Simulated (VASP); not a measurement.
# Si2W3 (P4/mbm) in VASP: single point with PBE

Aim: the single point of Si2W3 with PBE.

All numbers are computed with VASP 6.6.1; they aren't measurements. Logs are shortened: lines on timing, memory, paths and dates and some standing lists are left out, and cuts for length are marked.

## (1) The cell of the first run

The structure is tetragonal, space group P4/mbm (No. 127). The conventional cell has a = 6.630 Å, b = 6.630 Å, c = 3.312 Å, α = 90.00°, β = 90.00°, γ = 90.00°. Within 3.4 Å of Si (site symmetry m2m) lie 3 Si at 2.52 to 3.31 Å and 8 W at 2.55 to 2.58 Å. W (site symmetry 4/m) has 4 Si at 2.58 Å and 10 W at 2.99 to 3.31 Å within 3.4 Å. W (site symmetry m2m) has 6 Si at 2.55 to 2.56 Å and 11 W at 2.99 to 3.53 Å within 3.6 Å.

## (2) Single point, PBE

The input, INCAR:

```
ALGO = Fast
EDIFF = 1E-6
ENCUT = 520
GGA = PE
ISIF = 2
ISMEAR = 0
LASPH = T
LCHARG = F
LREAL = F
LWAVE = F
NBANDS = 61
NELM = 60
PREC = Accurate
SIGMA = 0.1
```

The input, KPOINTS:

```
k-points
0
Gamma
  6 6 10
```

The input, POSCAR:

```
Si2W3
1.0
    6.6300343037      0.0000000000      0.0000000000
    0.0000000000      6.6300343037      0.0000000000
    0.0000000000      0.0000000000      3.3123213854
Si W
4 6
Direct
    0.1342329882      0.6342329882      0.0000000000
    0.8657670118      0.3657670118      0.0000000000
    0.6342329882      0.8657670118      0.0000000000
    0.3657670118      0.1342329882      0.0000000000
    0.5000000000      0.5000000000      0.0000000000
    0.0000000000      0.0000000000      0.0000000000
    0.6595119703      0.1595119703      0.5000000000
    0.3404880297      0.8404880297      0.5000000000
    0.1595119703      0.3404880297      0.5000000000
    0.8404880297      0.6595119703      0.5000000000
```

Potentials or basis: VASP PAW PBE potentials, release 64 (Si, W_sv).

Command:

```console
$ cat potpaw_PBE.64/Si/POTCAR potpaw_PBE.64/W_sv/POTCAR > POTCAR
$ mpirun -np 1 vasp_std > vasp.out
```

OUTCAR:

```text
EDIFF = 1E-6
   ENCUT = 520
   GGA = PE
   ISIF = 2
   ISMEAR = 0
   LASPH = T
   LREAL = F
   NELM = 60
   PREC = Accurate

 ion  position               nearest neighbor table
   1  0.134  0.634  0.000-   2 2.52   8 2.55   8 2.55  10 2.56   9 2.56   9 2.56  10 2.56   5 2.58
                             6 2.58
   2  0.866  0.366  0.000-   1 2.52   7 2.55   7 2.55  10 2.56   9 2.56   9 2.56  10 2.56   5 2.58
                             6 2.58
   3  0.634  0.866  0.000-   4 2.52  10 2.55  10 2.55   7 2.56   7 2.56   8 2.56   8 2.56   5 2.58
                             6 2.58
   4  0.366  0.134  0.000-   3 2.52   9 2.55   9 2.55   7 2.56   7 2.56   8 2.56   8 2.56   5 2.58
                             6 2.58
   5  0.500  0.500  0.000-   1 2.58   2 2.58   3 2.58   4 2.58   7 2.99   8 2.99   9 2.99  10 2.99
                             7 2.99   8 2.99   9 2.99  10 2.99
   6  0.000  0.000  0.000-   1 2.58   2 2.58   3 2.58   4 2.58   7 2.99   8 2.99   9 2.99  10 2.99
                             7 2.99   8 2.99   9 2.99  10 2.99
   7  0.660  0.160  0.500-   2 2.55   2 2.55   4 2.56   3 2.56   3 2.56   4 2.56   8 2.99   5 2.99
                             6 2.99   5 2.99   6 2.99
   8  0.340  0.840  0.500-   1 2.55   1 2.55   4 2.56   3 2.56   3 2.56   4 2.56   7 2.99   5 2.99
                             6 2.99   5 2.99   6 2.99
   9  0.160  0.340  0.500-   4 2.55   4 2.55   1 2.56   1 2.56   2 2.56   2 2.56  10 2.99   5 2.99
                             6 2.99   5 2.99   6 2.99
  10  0.840  0.660  0.500-   3 2.55   3 2.55   1 2.56   1 2.56   2 2.56   2 2.56   9 2.99   5 2.99
                             6 2.99   5 2.99   6 2.99

  LATTYP: Found a simple tetragonal cell.
 ALAT       =     6.6300343037
 C/A-ratio  =     0.4995934008

  Lattice vectors:

 A1 = (   6.6300343037,   0.0000000000,   0.0000000000)
 A2 = (   0.0000000000,   6.6300343037,   0.0000000000)
 A3 = (   0.0000000000,   0.0000000000,   3.3123213854)

Analysis of symmetry for initial positions (statically):
=====================================================================
 Subroutine PRICEL returns:
 Original cell was already a primitive cell.

 Routine SETGRP: Setting up the symmetry group for a
 simple tetragonal supercell.

 Subroutine GETGRP returns: Found 16 space group operations
 (whereof  8 operations were pure point group operations)
 out of a pool of 16 trial point group operations.

The static configuration has the point symmetry C_4h.
 The point group associated with its full space group is D_4h.

Analysis of symmetry for dynamics (positions and initial velocities):
=====================================================================
 Subroutine PRICEL returns:
 Original cell was already a primitive cell.

 Routine SETGRP: Setting up the symmetry group for a
[... 133 lines left out ...]
   PSTRESS=    0.0 pullay stress
   NELECT =     100.0000    total number of electrons
   NUPDOWN=      -1.0000    fix difference up-down
   EMIN   =  10.00;   EMAX   =-10.00  energy-range for DOS
   EFERMI =   0.00;   METHOD = LEGACY
   ISMEAR =     0;   SIGMA  =   0.10  broadening in eV -4-tet -1-fermi 0-gaus
   EFERMI_NEDOS =   21; number of points for ismear=-14 and -15
   IALGO  =     68    algorithm
   IMIX   =      4    mixing-type and parameters
     AMIX     =   0.40;   BMIX     =  1.00
     AMIX_MAG =   1.60;   BMIX_MAG =  1.00
  volume/ion in A,a.u.               =      14.56        98.26
  Fermi-wavevector in a.u.,A,eV,Ry     =   1.444398  2.729516 28.385632  2.086285
  Thomas-Fermi vector in A             =   2.562697
   LORBIT       =      0    0 simple, 1 ext, 2 COOP (PROOUT), +10 PAW based schemes
   GGA     = PE    functional components
   LHFCALC =     F    Hartree Fock is set to
   AEXX    =    0.0000 exact exchange contribution
   IVDW    =     0    specifies the selected vdW correction
   LEPSILON=     F    determine dielectric tensor
   LRPA    =     F    only Hartree local field effects (RPA)
 non-spin polarized calculation
 RMM-DIIS sequential band-by-band and
 Gauss-broadening in eV      SIGMA  =   0.10
  energy-cutoff  :      520.00
  volume of cell :      145.60
 maximum number of plane-waves:      3944
 NGX is ok and might be reduce to    50
   NGX = 25   NGY = 25   NGZ = 13

 number of electron     100.0000000 magnetization

 number of electron      99.9999980 magnetization

 Free energy of the ion-electron system (eV)
  ---------------------------------------------------
  ext. energy  EPLUGINS =         0.00000000
  ---------------------------------------------------
  free energy    TOTEN  =       -99.28188760 eV

  energy without entropy =      -99.25560086  energy(sigma->0) =      -99.26874423

 E-fermi :  11.7376     XC(G=0): -12.9456

 val. band max:       11.7323967394   @ k =   0.5000   0.5000   0.0000
 cond. band min:      11.7422829069   @ k =   0.5000   0.3333   0.0000
 fundamental gap:      0.0098861675
 Fermi energy:        11.7376414971

 k-point     1 :       0.0000    0.0000    0.0000
  band No.  band energies     occupation
      1     -62.6497      2.00000
      2     -62.6435      2.00000
      3     -62.6354      2.00000
      4     -62.6354      2.00000
      5     -62.3668      2.00000
      6     -62.3643      2.00000
[... 1525 lines left out ...]
     60      13.9119      0.00000
     61      14.5927      0.00000

 [... further k-points ...]
[... 5 lines left out ...]
  --------------------------------------------------------------------------------------
  -------------------------------------------------------------------------------------
  Total        0.1433479      0.1433479      0.1548356      0.0000000     -0.0000000      0.0000000
  in kB        1.5773852      1.5773852      1.7037956      0.0000000     -0.0000000      0.0000000
  external PRESSURE =       1.6195220 kB  Pullay stress =       0.0000000 kB

 VOLUME and BASIS-vectors are now :
 -----------------------------------------------------------------------------
  energy-cutoff  :      520.00
  volume of cell :      145.60
      direct lattice vectors                 reciprocal lattice vectors
     6.630034304  0.000000000  0.000000000     0.150828782  0.000000000  0.000000000
     0.000000000  6.630034304  0.000000000     0.000000000  0.150828782  0.000000000
     0.000000000  0.000000000  3.312321385     0.000000000  0.000000000  0.301903071

 POSITION                                       TOTAL-FORCE (eV/Angst)
 -----------------------------------------------------------------------------------
      0.88997      4.20499      0.00000        -0.007991     -0.007991     -0.000000
      5.74006      2.42505      0.00000         0.007991      0.007991     -0.000000
      4.20499      5.74006      0.00000        -0.007991      0.007991     -0.000000
      2.42505      0.88997      0.00000         0.007991     -0.007991      0.000000
      3.31502      3.31502      0.00000         0.000000      0.000000     -0.000000
      0.00000      0.00000      0.00000         0.000000      0.000000     -0.000000
      4.37259      1.05757      1.65616        -0.006059     -0.006059      0.000000
      2.25745      5.57246      1.65616         0.006059      0.006059     -0.000000
      1.05757      2.25745      1.65616        -0.006059      0.006059     -0.000000
      5.57246      4.37259      1.65616         0.006059     -0.006059      0.000000
 -----------------------------------------------------------------------------------
    total drift:                                0.000000     -0.000000      0.000000

  FREE ENERGIE OF THE ION-ELECTRON SYSTEM (eV)
  ---------------------------------------------------
  free  energy   TOTEN  =       -99.2818875972 eV

  energy  without entropy=      -99.2556008581  energy(sigma->0) =      -99.26874423
```

OSZICAR:

```text
N       E                     dE             d eps       ncg     rms          rms(c)
DAV:   1     0.123527523871E+04    0.12353E+04   -0.54508E+04  7336   0.181E+03
DAV:   2    -0.142152049663E+02   -0.12495E+04   -0.12180E+04  7400   0.566E+02
DAV:   3    -0.101583310167E+03   -0.87368E+02   -0.83194E+02  8763   0.135E+02
DAV:   4    -0.105432375659E+03   -0.38491E+01   -0.36989E+01  9000   0.231E+01
DAV:   5    -0.105536085398E+03   -0.10371E+00   -0.10274E+00  8913   0.371E+00    0.545E+01
RMM:   6    -0.993359291964E+02    0.62002E+01   -0.18702E+01  8220   0.158E+01    0.199E+01
RMM:   7    -0.994408625747E+02   -0.10493E+00   -0.96215E+00  8997   0.892E+00    0.299E+00
RMM:   8    -0.993079543263E+02    0.13291E+00   -0.11551E+00  8988   0.384E+00    0.251E+00
RMM:   9    -0.992966714074E+02    0.11283E-01   -0.45670E-01  9142   0.210E+00    0.193E+00
RMM:  10    -0.992828321296E+02    0.13839E-01   -0.21570E-01  9284   0.167E+00    0.446E-01
RMM:  11    -0.992850896000E+02   -0.22575E-02   -0.37822E-02 10616   0.528E-01    0.532E-01
RMM:  12    -0.992823189317E+02    0.27707E-02   -0.35590E-02  9120   0.631E-01    0.351E-01
RMM:  13    -0.992821214136E+02    0.19752E-03   -0.33038E-03  9657   0.219E-01    0.168E-01
RMM:  14    -0.992819139223E+02    0.20749E-03   -0.78184E-04  9256   0.104E-01    0.893E-02
RMM:  15    -0.992818806672E+02    0.33255E-04   -0.40458E-04  9629   0.656E-02    0.142E-02
RMM:  16    -0.992818894808E+02   -0.88135E-05   -0.54796E-05  9345   0.320E-02    0.238E-02
RMM:  17    -0.992818870464E+02    0.24344E-05   -0.22943E-05  9460   0.185E-02    0.941E-03
RMM:  18    -0.992818875972E+02   -0.55080E-06   -0.70158E-06  7916   0.100E-02
   1 F= -.99281888E+02 E0= -.99268744E+02  d E =-.262867E-01
```

Run time: 16 min. Hardware: 1 thread of Intel Xeon Platinum 8259CL at 2.50GHz (Skylake/Cascade Lake), shared host; peak memory 0.5 GiB.

Results:

* Free energy: -99.2819 eV
* Pressure: 0.2 GPa
* Largest force: 0.011 eV/Å
* Band gap on the k mesh: zero (bands 50 and 51 overlap by 1.65 eV)

Forces on the atoms (eV/Å):
```
Si  -0.008 -0.008  0.000
Si   0.008  0.008  0.000
Si  -0.008  0.008  0.000
Si   0.008 -0.008  0.000
W    0.000  0.000  0.000
W    0.000  0.000  0.000
W   -0.006 -0.006  0.000
W    0.006  0.006  0.000
W   -0.006  0.006  0.000
W    0.006 -0.006  0.000
```

Levels at points of the mesh, in eV from the Fermi level:
| k point | band 48 | band 49 | band 50 | band 51 | band 52 | band 53 |
| --- | --- | --- | --- | --- | --- | --- |
| (0.00, 0.00, 0.00) | -0.87 | -0.57 | -0.13 | -0.13 | 0.10 | 0.76 |
| (0.50, 0.00, 0.00) | -0.98 | -0.76 | -0.76 | -0.68 | -0.68 | 0.51 |
| (0.50, 0.50, 0.00) | -1.41 | -0.10 | -0.10 | -0.02 | -0.02 | -0.01 |
| (0.00, 0.00, 0.50) | -1.55 | -1.46 | -1.44 | 1.59 | 1.82 | 1.83 |
| (0.50, 0.00, 0.50) | -0.45 | 0.04 | 0.04 | 0.60 | 0.60 | 1.69 |
| (0.50, 0.50, 0.50) | -0.23 | 0.97 | 0.97 | 1.29 | 1.29 | 1.40 |

Caveat: spin-orbit coupling is left out, which moves the levels of the heavy elements.
